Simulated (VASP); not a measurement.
Sb: relaxation of cell and atoms with PBE

Crystal: Sb.

```xyz
1
Lattice="3.1155 0.0000 0.0000 0.0000 3.1155 0.0000 0.0000 0.0000 3.1155" Properties=species:S:1:pos:R:3 pbc="T T T"
Sb    0.0000    0.0000    0.0000
```

| Property | Result |
| --- | --- |
| Program | VASP 6.6.1 |
| Task | relaxation of cell and atoms |
| Functional | PBE |
| Potentials or basis | VASP PAW PBE potentials, release 64 (Sb) |
| Cutoff | 500 eV |
| k mesh | 12 × 12 × 12 |
| Occupations | fermi-dirac, width 0.05 eV |
| Spin | no spin polarisation |
| Dipole correction | no |
| Further INCAR settings | ALGO = Normal; EDIFF = 1e-07; IBRION = 2; EDIFFG = -0.005; NSW = 60; ISIF = 3 |

```yaml
Relaxed_volume: 30.09 Å³/atom
Relaxed_cell: a = 3.110 Å, b = 3.110 Å, c = 3.110 Å, α = 90.00°, β = 90.00°, γ = 90.00°
Space_group_after_relaxing_to_0.05_Å: Pm-3m (No. 221)
Energy_gained_by_relaxing: 0.1 meV/atom
Ionic_steps: 3
Pressure_after_relaxing: 0.0 GPa
```

The path:
```csv
step,energy change (eV),largest force (eV/Å),pressure (GPa),volume (Å³)
1,0.0000,0.0000,-0.25,30.24
2,-0.0001,0.0000,0.12,30.03
3,-0.0001,0.0000,0.01,30.09
```

Final structure:
```yaml
crystal:
  lattice:
    - [3.11048, 0.00000, 0.00000]
    - [0.00000, 3.11048, 0.00000]
    - [0.00000, 0.00000, 3.11048]
  atoms:
    - { symbol: Sb, position: [0.00000, 0.00000, 0.00000] }
```

Levels at points of the mesh, in eV from the Fermi level:
| k point | band 1 | band 2 | band 3 | band 4 | band 5 | band 6 |
| --- | --- | --- | --- | --- | --- | --- |
| (0.00, 0.00, 0.00) | -12.41 | 3.16 | 3.16 | 3.16 | 6.82 | 6.82 |
| (0.50, 0.00, 0.00) | -10.02 | -5.60 | 5.13 | 5.13 | 8.89 | 10.49 |
| (0.50, 0.50, 0.00) | -7.49 | -3.58 | -3.58 | 2.13 | 7.14 | 12.68 |
| (0.50, 0.50, 0.50) | -4.67 | -1.69 | -1.69 | -1.69 | 4.76 | 4.76 |

Run time: 10 s on 1 thread of Intel(R) Xeon(R) Platinum 8488C (Sapphire Rapids), with other jobs on the host, peak memory 0.14 GiB.

Caveat: spin-orbit coupling is left out, which moves the levels of the heavy elements.
